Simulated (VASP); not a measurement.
Set up this calculation in VASP 6.6.1, as the native input.

| Quantity | Value |
| --- | --- |
| Task | single point |
| Functional | PBE |
| Potentials or basis | VASP PAW PBE potentials, release 64 (K_sv, Zr_sv, O) |
| Cutoff | 600 eV |
| k mesh | 6 × 6 × 4 |
| Occupations | gaussian, width 0.1 eV |
| Spin | collinear spin |
| Starting moments | [0.0, 1.0, 0.0, 0.0] μB |
| Dipole correction | no |
| Further INCAR settings | ALGO = Normal; EDIFF = 1e-06; NBANDS = 28 |

The structure of KZrO2 lies in POSCAR:

```
KZrO2
1.0
    3.5470475196      0.0000000000      0.0000000000
    0.0000000000      3.5470475196      0.0000000000
    0.0000000000      0.0000000000      7.3996188937
K Zr O
1 1 2
Direct
    0.0000000000      0.0000000000      0.5000000000
    0.0000000000      0.0000000000      0.0000000000
    0.0000000000      0.5000000000      0.8690810683
    0.5000000000      0.0000000000      0.1309189317
```

The cell was generated, and may not be a known phase.

These files were run (other wordings do the same):

INCAR

```
SYSTEM = KZrO2
PREC     = Accurate       ! precision mode
ENCUT    = 600            ! plane-wave cutoff, eV
EDIFF    = 1E-6           ! SCF threshold, eV
ISMEAR   = 0              ! smearing method
SIGMA    = 0.1            ! smearing width, eV
LREAL    = .False.        ! projectors in reciprocal space
LASPH    = .True.         ! aspherical terms in the spheres
NELM     = 200            ! most SCF steps
ALGO     = Normal         ! electronic algorithm
ISIF     = 2              ! what is computed and relaxed
LWAVE    = .False.        ! write WAVECAR
LCHARG   = .True.         ! write CHGCAR
ISPIN    = 2              ! spin polarisation
MAGMOM   = 0 1 0 0        ! initial moments
LORBIT   = 11             ! projections on sites
LMAXMIX  = 4              ! l up to which the mixer works
GGA      = PE             ! functional
LELF     = .True.         ! ELF
LVHAR    = .True.       
NBANDS   = 28             ! bands
GGA_COMPAT= .False.
```

KPOINTS

```
Automatic mesh
0
Gamma
  6 6 4
  0 0 0
```

Potentials or basis: VASP PAW PBE potentials, release 64 (K_sv, Zr_sv, O).

Launch:

```console
$ cat potpaw_PBE.64/K_sv/POTCAR potpaw_PBE.64/Zr_sv/POTCAR potpaw_PBE.64/O/POTCAR > POTCAR
$ mpirun -np 1 vasp_std > vasp.out
```

Results of the run:

```yaml
Pressure: 0.4 GPa
Largest_force: 0.061 eV/Å
Net_moment: 0.07 μB per cell
Site_moments: K +0.00; Zr +0.03; O -0.00 μB
Valence_electrons_inside_the_program's_atomic_spheres: K 7.56; Zr 9.84; O 5.01
```

Wall time 6.7 min on 1 thread of Oxide Virtual Turin-like Processor, on a shared host, peak memory 0.31 GiB.
